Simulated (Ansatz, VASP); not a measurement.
# Two plane-wave programs on Ir

```xyz
12
Lattice="5.4739 0.0000 0.0000 -2.7370 4.7406 0.0000 0.0000 0.0000 22.4694" Properties=species:S:1:pos:R:3 pbc="T T T"
Ir    1.3685    0.7901    8.0000
Ir    0.0000    3.1604    8.0000
Ir    4.1055    0.7901    8.0000
Ir    2.7370    3.1604    8.0000
Ir    2.7370    1.5795   10.1755
Ir    1.3690    3.9516   10.1710
Ir    0.0000    1.5803   10.1777
Ir   -1.3688    3.9516   10.1710
Ir   -1.3694    2.3720   12.3481
Ir    0.0001   -0.0034   12.3545
Ir    1.3696    2.3720   12.3481
Ir    2.7370    0.0016   12.3459
```

Alike in both runs: task single point; functional PBE; k mesh 4 × 4 × 1; occupations gaussian, width 0.1 eV; no spin polarisation.

|  | VASP | Ansatz |
| --- | --- | --- |
| version | VASP 6.6.1 | Ansatz 0.2.0 |
| potentials or method | VASP PAW PBE potentials, release 64 (Ir), cutoff 520 eV | scalar-relativistic, plane waves, PAW |
| valence electrons in the cell | 108 | 204 |

VASP gave:

```
gap on the k mesh at the Fermi level (eV) : none
rms of the force components (eV/Å)        : 0.025
```

Q: What did Ansatz give for the same quantities?

A: gap on the k mesh at the Fermi level (eV): none; rms of the force components (eV/Å): 0.020.

Atom by atom the forces differ by 0.018 eV/Å (rms over components). A gap of «none» marks a metal or a gap that the smearing closes. The functional is the same, so the differences come from potentials, cutoffs and numerics. VASP's potentials hold 108 valence electrons a cell and Ansatz's 204, so a difference there can come from the potentials and not from the codes. Ansatz's warnings: near symmetry operation missed by atoms.

Spin-orbit coupling is off throughout.
